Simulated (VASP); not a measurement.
# Pb: single point with r2SCAN

The system is Pb.

```xyz
3
Lattice="5.4069 0.0000 0.0000 -2.7035 4.6825 0.0000 0.0000 0.0000 3.2630" Properties=species:S:1:pos:R:3 pbc="T T T"
Pb    2.7035    4.6825    0.0000
Pb    0.0000    3.1217    1.6315
Pb    2.7035    1.5608    1.6315
```

This isn't the form of Pb at room conditions, which is fcc.

```json
{
 "Program": "VASP 6.6.1",
 "Task": "single point",
 "Functional": "r2SCAN",
 "Potentials or basis": "VASP PAW PBE potentials, release 64 (Pb_d)",
 "Cutoff": "520 eV",
 "k mesh": "7 × 7 × 10",
 "Occupations": "fermi-dirac, width 0.1 eV",
 "Spin": "no spin polarisation",
 "Dipole correction": "no",
 "Further INCAR settings": "ALGO = Normal; EDIFF = 1e-06; NBANDS = 28"
}
```

```
Pressure               : 7.6 GPa
Band gap on the k mesh : zero (bands 21 and 22 overlap by 4.68 eV)
```

Stress tensor (GPa, compression positive):
```
7.85 0.00 0.00
0.00 7.85 0.00
0.00 0.00 7.04
```

Levels at points of the mesh, in eV from the Fermi level:
| k point | band 18 | band 19 | band 20 | band 21 | band 22 | band 23 | band 24 | band 25 |
| --- | --- | --- | --- | --- | --- | --- | --- | --- |
| (0.00, 0.00, 0.00) | -7.35 | -2.59 | -2.59 | -2.46 | -2.46 | 3.31 | 7.86 | 8.83 |
| (0.00, 0.00, 0.50) | -4.85 | -2.30 | -1.53 | -0.56 | -0.56 | -0.56 | 0.93 | 0.93 |

Wall time 3.1 min on 1 thread of Intel(R) Xeon(R) Platinum 8488C (Sapphire Rapids), on a shared host, peak memory 0.24 GiB.

Caveat: the cell stands under pressure; the PAW data sets were made with another functional, which shifts forces and pressure a little; spin-orbit coupling is left out, which moves the levels of the heavy elements.
